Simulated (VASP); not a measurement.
Ta:

```
CELL_PARAMETERS angstrom
-1.62767 1.62767 1.62767
1.62767 -1.62767 1.62767
1.62767 1.62767 -1.62767
ATOMIC_POSITIONS crystal
Ta 0.00000 0.00000 0.00000
```

Base run:

| Property | Result |
| --- | --- |
| Program | VASP 6.6.1 |
| Functional | LDA |
| Potentials or basis | VASP PAW LDA potentials, release 64 (Ta_pv) |
| Cutoff | 520 eV |
| k mesh | 14 × 14 × 14 |
| Occupations | fermi-dirac, width 0.3 eV |
| Spin | no spin polarisation |

Its results: pressure 2.1 GPa.

Q: The run is repeated on the same cell with these changes: occupations from fermi-dirac, width 0.3 eV to gaussian, width 0.2 eV. What comes out?

A: Pressure 0.9 GPa.
